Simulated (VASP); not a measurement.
# Rh (P6_3/mmc) in VASP: notebook

Runs on Rh. Level: PBEsol. Tasks: single point.

Program: VASP 6.6.1. These are calculated values, not measurements. Logs are shortened: lines on timing, memory, paths and dates and some standing lists are left out, and cuts for length are marked.

## Step 1: The cell of the first run

It takes space group P6_3/mmc (No. 194, hexagonal). Conventional cell: a = 2.528 Å, b = 2.528 Å, c = 9.688 Å, α = 90.00°, β = 90.00°, γ = 120.00°. Within 3.3 Å of Rh (site symmetry -3m) lie 12 Rh at 2.53 to 2.83 Å. Within 3.3 Å of Rh (site symmetry -6m2) lie 12 Rh at 2.53 to 2.83 Å.

This isn't the form of Rh at room conditions, which is fcc.

## Step 2: Single point, PBEsol

INCAR

```
SYSTEM = Rh
ALGO     = Fast           ! electronic algorithm
EDIFF    = 1E-7           ! SCF threshold, eV
ENCUT    = 520            ! plane-wave cutoff, eV
GGA      = PS             ! functional
ISIF     = 2              ! what is computed and relaxed
ISMEAR   = 0              ! smearing method
LASPH    = .TRUE.         ! aspherical terms in the spheres
LCHARG   = .FALSE.        ! write CHGCAR
LREAL    = .FALSE.        ! projectors in reciprocal space
LWAVE    = .FALSE.        ! write WAVECAR
NBANDS   = 38             ! bands
NELM     = 60             ! most SCF steps
PREC     = Accurate       ! precision mode
SIGMA    = 0.15           ! smearing width, eV
```

KPOINTS

```
k-points
0
G
  18 18 6
  0 0 0
```

POSCAR

```
Rh
1.0
    2.5284088218      0.0000000000      0.0000000000
   -1.2642044109      2.1896662708      0.0000000000
    0.0000000000      0.0000000000      9.6875371721
Rh
4
Direct
    0.0000000000      0.0000000000      0.0000000000
    0.3333333333      0.6666666667      0.2500000000
    0.0000000000      0.0000000000      0.5000000000
    0.6666666667      0.3333333333      0.7500000000
```

Potentials or basis: VASP PAW PBE potentials, release 64 (Rh_pv).

Command:

```console
> cat potpaw_PBE.64/Rh_pv/POTCAR > POTCAR
> mpirun -np 1 vasp_std > vasp.out
```

OUTCAR:

```text
SYSTEM = Rh
   EDIFF = 1E-7
   ENCUT = 520
   GGA = PS
   ISIF = 2
   ISMEAR = 0
   LASPH = .TRUE.
   LREAL = .FALSE.
   NELM = 60
   PREC = Accurate

 ion  position               nearest neighbor table
   1  0.000  0.000  0.000-   2 2.83   4 2.83   2 2.83   4 2.83   4 2.83   2 2.83
   2  0.333  0.667  0.250-   1 2.83   3 2.83   1 2.83   3 2.83   1 2.83   3 2.83
   3  0.000  0.000  0.500-   2 2.83   4 2.83   2 2.83   4 2.83   4 2.83   2 2.83
   4  0.667  0.333  0.750-   1 2.83   3 2.83   1 2.83   3 2.83   1 2.83   3 2.83

  LATTYP: Found a hexagonal cell.
 ALAT       =     2.5284088218
 C/A-ratio  =     3.8314757837

  Lattice vectors:

 A1 = (   2.5284088218,   0.0000000000,   0.0000000000)
 A2 = (  -1.2642044109,   2.1896662708,   0.0000000000)
 A3 = (   0.0000000000,   0.0000000000,   9.6875371721)

Analysis of symmetry for initial positions (statically):
=====================================================================
 Subroutine PRICEL returns:
 Original cell was already a primitive cell.

 Routine SETGRP: Setting up the symmetry group for a
 hexagonal supercell.

 Subroutine GETGRP returns: Found 24 space group operations
 (whereof 12 operations were pure point group operations)
 out of a pool of 24 trial point group operations.

The static configuration has the point symmetry D_3d.
 The point group associated with its full space group is D_6h.

Analysis of symmetry for dynamics (positions and initial velocities):
=====================================================================
 Subroutine PRICEL returns:
 Original cell was already a primitive cell.

 Routine SETGRP: Setting up the symmetry group for a
 hexagonal supercell.

 Subroutine GETGRP returns: Found 24 space group operations
 (whereof 12 operations were pure point group operations)
 out of a pool of 24 trial point group operations.

The dynamic configuration has the point symmetry D_3d.
 The point group associated with its full space group is D_6h.

 Subroutine INISYM returns: Found 24 space group operations
 (whereof 12 operations are pure point group operations),
 and found     1 'primitive' translations

----------------------------------------------------------------------------------------

                                     Primitive cell

  volume of cell :      53.6338

  direct lattice vectors                    reciprocal lattice vectors
     2.528408822  0.000000000  0.000000000     0.395505660  0.228345299  0.000000000
    -1.264204411  2.189666271  0.000000000     0.000000000  0.456690599  0.000000000
[... 92 lines left out ...]
   NSW    =      0    number of steps for IOM
   IBRION =     -1    ionic relax: 0-MD 1-quasi-New 2-CG
   NFREE  =      0    steps in history (QN), initial steepest desc. (CG)
   ISIF   =      2    stress and relaxation
   ISYM   =      2    0-nonsym 1-usesym 2-fastsym
   POTIM  = 0.5000    time-step for ionic-motion
   TEBEG  =    0.0;   TEEND  =   0.0 temperature during run
   PSTRESS=    0.0 pullay stress
   NELECT =      60.0000    total number of electrons
   NUPDOWN=      -1.0000    fix difference up-down
   EMIN   =  10.00;   EMAX   =-10.00  energy-range for DOS
   EFERMI =   0.00;   METHOD = LEGACY
   ISMEAR =     0;   SIGMA  =   0.15  broadening in eV -4-tet -1-fermi 0-gaus
   EFERMI_NEDOS =   21; number of points for ismear=-14 and -15
   IALGO  =     68    algorithm
   IMIX   =      4    mixing-type and parameters
     AMIX     =   0.40;   BMIX     =  1.00
     AMIX_MAG =   1.60;   BMIX_MAG =  1.00
  volume/ion in A,a.u.               =      13.41        90.48
  Fermi-wavevector in a.u.,A,eV,Ry     =   1.699466  3.211524 39.296120  2.888183
  Thomas-Fermi vector in A             =   2.779778
   LORBIT       =      0    0 simple, 1 ext, 2 COOP (PROOUT), +10 PAW based schemes
   GGA     = PS    functional components
   LHFCALC =     F    Hartree Fock is set to
   AEXX    =    0.0000 exact exchange contribution
   IVDW    =     0    specifies the selected vdW correction
   LEPSILON=     F    determine dielectric tensor
   LRPA    =     F    only Hartree local field effects (RPA)
 non-spin polarized calculation
 RMM-DIIS sequential band-by-band and
 Gauss-broadening in eV      SIGMA  =   0.15
  energy-cutoff  :      520.00
  volume of cell :       53.63
 maximum number of plane-waves:      1470
 NGX is ok and might be reduce to    20

 number of electron      60.0000009 magnetization

 Free energy of the ion-electron system (eV)
  ---------------------------------------------------
  ext. energy  EPLUGINS =         0.00000000
  ---------------------------------------------------
  free energy    TOTEN  =       -31.37802698 eV

  energy without entropy =      -31.31146558  energy(sigma->0) =      -31.34474628

 E-fermi :  12.1850     XC(G=0): -14.3473

 val. band max:       12.1808583588   @ k =   0.3889   0.2222   0.1667
 cond. band min:      12.1939754612   @ k =   0.1111   0.0000   0.1667
 fundamental gap:      0.0131171024
 Fermi energy:        12.1849737765

 k-point     1 :       0.0000    0.0000    0.0000
  band No.  band energies     occupation
      1     -34.6574      2.00000
      2     -34.4152      2.00000
      3     -34.4067      2.00000
      4     -34.1577      2.00000
      5     -34.1087      2.00000
      6     -34.1087      2.00000
[... 973 lines left out ...]
     37      21.8616      0.00000
     38      22.5216      0.00000

 [... further k-points ...]

------------------------ aborting loop because EDIFF is reached ----------------------------------------

  FORCE on cell =-STRESS in cart. coord.  units (eV):
  Direction    XX          YY          ZZ          XY          YZ          ZX
  --------------------------------------------------------------------------------------
  -------------------------------------------------------------------------------------
  Total       11.2365298     11.2365298     -9.3350355     -0.0000000      0.0000000      0.0000000
  in kB      335.6635489    335.6635489   -278.8611081     -0.0000000      0.0000000      0.0000000
  external PRESSURE =     130.8219966 kB  Pullay stress =       0.0000000 kB

 VOLUME and BASIS-vectors are now :
 -----------------------------------------------------------------------------
  energy-cutoff  :      520.00
  volume of cell :       53.63
      direct lattice vectors                 reciprocal lattice vectors
     2.528408822  0.000000000  0.000000000     0.395505660  0.228345299  0.000000000
    -1.264204411  2.189666271  0.000000000     0.000000000  0.456690599  0.000000000
     0.000000000  0.000000000  9.687537172     0.000000000  0.000000000  0.103225410

 POSITION                                       TOTAL-FORCE (eV/Angst)
 -----------------------------------------------------------------------------------
      0.00000      0.00000      0.00000         0.000000      0.000000     -0.000000
     -0.00000      1.45978      2.42188         0.000000     -0.000000     -0.000000
      0.00000      0.00000      4.84377         0.000000      0.000000     -0.000000
      1.26420      0.72989      7.26565        -0.000000      0.000000      0.000000
 -----------------------------------------------------------------------------------
    total drift:                                0.000000     -0.000000      0.000000

  FREE ENERGIE OF THE ION-ELECTRON SYSTEM (eV)
  ---------------------------------------------------
  free  energy   TOTEN  =       -31.3780269837 eV

  energy  without entropy=      -31.3114655807  energy(sigma->0) =      -31.34474628
```

stdout:

```text
POSCAR found type information on POSCAR Rh
 POSCAR found :  1 types and       4 ions
 scaLAPACK will be used
 -----------------------------------------------------------------------------
|                                                                             |
|                                                                             |
|     You enforced a specific xc type in the INCAR file but a different       |
|     I HOPE YOU KNOW WHAT YOU ARE DOING!                                     |
|                                                                             |
 -----------------------------------------------------------------------------

 LDA part: xc-table for (Slater+PW92), standard interpolation
 POSCAR, INCAR and KPOINTS ok, starting setup
 FFT: planning ... GRIDC
 FFT: planning ... GRID_SOFT
 FFT: planning ... GRID
 WAVECAR not read
 entering main loop
```

Wall time 9 min (1 thread of Intel Xeon 8259CL, shared host); peak memory 0.32 GiB.

What came out:

```yaml
Free_energy: -31.3780 eV
Pressure: 13.1 GPa
Band_gap_on_the_k_mesh: zero (bands 30 and 31 overlap by 2.42 eV)
```

Stress tensor (GPa, compression positive):
```
 33.57   0.00   0.00
  0.00  33.57   0.00
  0.00   0.00 -27.89
```

Levels at points of the mesh, in eV from the Fermi level:
```tsv
k point	band 28	band 29	band 30	band 31	band 32	band 33
(0.00, 0.00, 0.00)	-0.75	-0.62	-0.62	-0.14	-0.14	-0.03
(0.50, 0.00, 0.00)	0.72	1.46	1.51	1.52	1.57	1.75
(0.00, 0.00, 0.50)	-2.18	-0.46	-0.46	-0.46	-0.46	0.31
(0.50, 0.00, 0.50)	-0.12	1.47	1.47	1.55	1.55	3.17
```

Caveat: the cell differs from its parent crystal (strain +e along x and -e along y +0.0000, strain +e along z and -e/2 along x and y +0.1100); the stress differs along the axes, from -28 to 34 GPa; the PAW data sets were made with another functional, which shifts forces and pressure a little.

## Step 3: Single point, PBEsol

This run uses another cell than the first one, of the same volume but with other edges.

INCAR

```
ALGO     = Fast           # electronic algorithm
EDIFF    = 1E-7           # SCF threshold, eV
ENCUT    = 520            # plane-wave cutoff, eV
GGA      = PS             # functional
ISIF     = 2              # what is computed and relaxed
ISMEAR   = 0              # smearing method
LASPH    = True           # aspherical terms in the spheres
LCHARG   = False          # write CHGCAR
LREAL    = False          # projectors in reciprocal space
LWAVE    = False          # write WAVECAR
NBANDS   = 38             # bands
NELM     = 80             # most SCF steps
PREC     = Accurate       # precision mode
SIGMA    = 0.15           # smearing width, eV
```

KPOINTS

```
k-points
0
Gamma
  18 18 6
```

POSCAR

```
Rh
1.0
    2.8227209598      0.0000000000      0.0000000000
   -1.4113604799      2.4445480590      0.0000000000
    0.0000000000      0.0000000000      7.7674847597
Rh
4
Direct
    0.0000000000      0.0000000000      0.0000000000
    0.3333333333      0.6666666667      0.2500000000
    0.0000000000      0.0000000000      0.5000000000
    0.6666666667      0.3333333333      0.7500000000
```

Potentials or basis: VASP PAW PBE potentials, release 64 (Rh_pv).

Command:

```console
> cat potpaw_PBE.64/Rh_pv/POTCAR > POTCAR
> mpirun -np 1 vasp_std > vasp.out
```

Wall time 7.7 min (1 thread of Intel Xeon 8259CL, shared host); peak memory 0.33 GiB.

It converged, with:

| Property | Result |
| --- | --- |
| Free energy | -31.4136 eV |
| Pressure | 12.7 GPa |
| Band gap on the k mesh | zero (bands 30 and 31 overlap by 2.19 eV) |

Stress tensor (GPa, compression positive):
```
-4.22  0.00  0.00
 0.00 -4.22  0.00
 0.00  0.00 46.40
```

Levels at points of the mesh, in eV from the Fermi level:
```tsv
k point	band 27	band 28	band 29	band 30	band 31	band 32	band 33	band 34
(0.00, 0.00, 0.00)	-1.94	-1.94	-1.76	-1.54	-1.54	-0.01	-0.01	0.96
(0.50, 0.00, 0.00)	0.01	0.04	0.47	0.64	0.70	0.84	1.46	2.23
(0.00, 0.00, 0.50)	-1.20	-1.20	-1.20	-1.20	0.23	0.23	0.27	0.27
(0.50, 0.00, 0.50)	-0.27	-0.27	-0.10	-0.10	0.59	0.59	2.53	2.53
```

Caveat: the cell differs from its parent crystal (strain +e along x and -e along y +0.0000, strain +e along z and -e/2 along x and y -0.1100); the stress differs along the axes, from -4 to 46 GPa; the PAW data sets were made with another functional, which shifts forces and pressure a little.

## Step 4: Single point, PBEsol

INCAR

```
PREC = Accurate
ENCUT = 520
EDIFF = 1E-6
ISMEAR = 0
SIGMA = 0.15
LREAL = False
LASPH = True
NELM = 80
ALGO = Fast
ISIF = 2
LWAVE = False
LCHARG = True
GGA = PS
LELF = True
LVHAR = True
NBANDS = 38
```

KPOINTS

```
regular mesh
0
Gamma
  18 18 6
```

POSCAR

```
Rh
1.0
    2.7736243440      0.0000000000      0.0000000000
   -1.3868121720      2.4020291425      0.0000000000
    0.0000000000      0.0000000000      8.0877844121
Rh
4
Direct
    0.0000000000      0.0000000000      0.0000000000
    0.3333333333      0.6666666667      0.2500000000
    0.0000000000      0.0000000000      0.5000000000
    0.6666666667      0.3333333333      0.7500000000
```

Potentials or basis: VASP PAW PBE potentials, release 64 (Rh_pv).

Command:

```console
> cat potpaw_PBE.64/Rh_pv/POTCAR > POTCAR
> mpirun -np 1 vasp_std > vasp.out
```

OUTCAR:

```text
PREC = Accurate
   ENCUT = 520
   EDIFF = 1E-6
   ISMEAR = 0
   LREAL = False
   LASPH = True
   NELM = 80
   ISIF = 2
   GGA = PS

 ion  position               nearest neighbor table
   1  0.000  0.000  0.000-   2 2.58   4 2.58   4 2.58   2 2.58   4 2.58   2 2.58
   2  0.333  0.667  0.250-   1 2.58   3 2.58   1 2.58   3 2.58   1 2.58   3 2.58
   3  0.000  0.000  0.500-   2 2.58   4 2.58   4 2.58   2 2.58   4 2.58   2 2.58
   4  0.667  0.333  0.750-   1 2.58   3 2.58   1 2.58   3 2.58   1 2.58   3 2.58

  LATTYP: Found a hexagonal cell.
 ALAT       =     2.7736243440
 C/A-ratio  =     2.9159624408

  Lattice vectors:

 A1 = (   2.7736243440,   0.0000000000,   0.0000000000)
 A2 = (  -1.3868121720,   2.4020291425,   0.0000000000)
 A3 = (   0.0000000000,   0.0000000000,   8.0877844121)

Analysis of symmetry for initial positions (statically):
=====================================================================
 Subroutine PRICEL returns:
 Original cell was already a primitive cell.

 Routine SETGRP: Setting up the symmetry group for a
 hexagonal supercell.

[... 172 lines left out ...]
  energy without entropy =      -31.93542831  energy(sigma->0) =      -31.97080314

 E-fermi :  12.1821     XC(G=0): -14.3361

 val. band max:       12.1720224351   @ k =   0.3333   0.1111   0.1667
 cond. band min:      12.1843099702   @ k =   0.1667   0.1111   0.1667
 fundamental gap:      0.0122875351
 Fermi energy:        12.1821236262

 k-point     1 :       0.0000    0.0000    0.0000
  band No.  band energies     occupation
      1     -35.1961      2.00000
      2     -34.7147      2.00000
      3     -34.6984      2.00000
      4     -34.4017      2.00000
      5     -34.4017      2.00000
      6     -34.3230      2.00000
[... 973 lines left out ...]
     37      21.6288      0.00000
     38      21.6769      0.00000

 [... further k-points ...]

------------------------ aborting loop because EDIFF is reached ----------------------------------------

  FORCE on cell =-STRESS in cart. coord.  units (eV):
  Direction    XX          YY          ZZ          XY          YZ          ZX
  --------------------------------------------------------------------------------------
  -------------------------------------------------------------------------------------
  Total       -2.2200837     -2.2200837     10.3341359      0.0000000      0.0000000     -0.0000000
  in kB      -66.0122375    -66.0122375    307.2764460      0.0000000      0.0000000     -0.0000000
  external PRESSURE =      58.4173236 kB  Pullay stress =       0.0000000 kB

 VOLUME and BASIS-vectors are now :
 -----------------------------------------------------------------------------
  energy-cutoff  :      520.00
  volume of cell :       53.88
      direct lattice vectors                 reciprocal lattice vectors
     2.773624344  0.000000000  0.000000000     0.360539091  0.208157341  0.000000000
    -1.386812172  2.402029142  0.000000000     0.000000000  0.416314683  0.000000000
     0.000000000  0.000000000  8.087784412     0.000000000  0.000000000  0.123643256

 POSITION                                       TOTAL-FORCE (eV/Angst)
 -----------------------------------------------------------------------------------
      0.00000      0.00000      0.00000         0.000000      0.000000      0.000000
     -0.00000      1.60135      2.02195        -0.000000      0.000000     -0.000000
      0.00000      0.00000      4.04389         0.000000      0.000000      0.000000
      1.38681      0.80068      6.06584         0.000000     -0.000000      0.000000
 -----------------------------------------------------------------------------------
    total drift:                               -0.000000      0.000000     -0.000000

  FREE ENERGIE OF THE ION-ELECTRON SYSTEM (eV)
  ---------------------------------------------------
  free  energy   TOTEN  =       -32.0061779734 eV

  energy  without entropy=      -31.9354283144  energy(sigma->0) =      -31.97080314
```

OSZICAR:

```text
N       E                     dE             d eps       ncg     rms          rms(c)
DAV:   1     0.770236116912E+03    0.77024E+03   -0.36651E+04 11416   0.184E+03
DAV:   2    -0.838950759655E+01   -0.77863E+03   -0.75647E+03 11740   0.574E+02
DAV:   3    -0.341183431488E+02   -0.25729E+02   -0.25039E+02 12476   0.113E+02
DAV:   4    -0.343781101914E+02   -0.25977E+00   -0.25936E+00 12464   0.114E+01
DAV:   5    -0.343823449686E+02   -0.42348E-02   -0.42347E-02 12516   0.149E+00    0.238E+01
RMM:   6    -0.320970327830E+02    0.22853E+01   -0.65228E+00 11310   0.171E+01    0.814E+00
RMM:   7    -0.320761764036E+02    0.20856E-01   -0.64784E-01 11594   0.425E+00    0.383E+00
RMM:   8    -0.320384679918E+02    0.37708E-01   -0.16290E-01 11519   0.246E+00    0.276E+00
RMM:   9    -0.320095638946E+02    0.28904E-01   -0.68773E-02 11622   0.203E+00    0.808E-01
RMM:  10    -0.320061206907E+02    0.34432E-02   -0.89554E-03 12130   0.696E-01    0.628E-02
RMM:  11    -0.320061858992E+02   -0.65209E-04   -0.61181E-04 12176   0.170E-01    0.325E-02
RMM:  12    -0.320061783777E+02    0.75215E-05   -0.16740E-04 12294   0.102E-01    0.101E-02
RMM:  13    -0.320061776876E+02    0.69013E-06   -0.33871E-05 14020   0.358E-02    0.554E-03
RMM:  14    -0.320061789062E+02   -0.12186E-05   -0.39294E-06  8295   0.151E-02    0.346E-03
RMM:  15    -0.320061779734E+02    0.93279E-06   -0.20037E-06  6505   0.110E-02
   1 F= -.32006178E+02 E0= -.31970803E+02  d E =-.707497E-01
```

stdout:

```text
POSCAR found type information on POSCAR Rh
 POSCAR found :  1 types and       4 ions
 scaLAPACK will be used
 -----------------------------------------------------------------------------
|                                                                             |
|                                                                             |
|     You enforced a specific xc type in the INCAR file but a different       |
|     I HOPE YOU KNOW WHAT YOU ARE DOING!                                     |
|                                                                             |
 -----------------------------------------------------------------------------

 LDA part: xc-table for (Slater+PW92), standard interpolation
 POSCAR, INCAR and KPOINTS ok, starting setup
 FFT: planning ... GRIDC
 FFT: planning ... GRID_SOFT
 FFT: planning ... GRID
 WAVECAR not read
 entering main loop
```

It took 6.6 min on 1 thread of Intel Xeon 8259CL, shared host; peak memory 0.33 GiB.

Results:

| Item | Value |
| --- | --- |
| Free energy | -32.0062 eV |
| Pressure | 5.8 GPa |
| Band gap on the k mesh | zero (bands 30 and 31 overlap by 2.03 eV) |

Caveat: the cell differs from its parent crystal (strain +e along x and -e along y +0.0000, strain +e along z and -e/2 along x and y -0.0733); the stress differs along the axes, from -7 to 31 GPa; the PAW data sets were made with another functional, which shifts forces and pressure a little.

(Continued in part 2 of 2.)
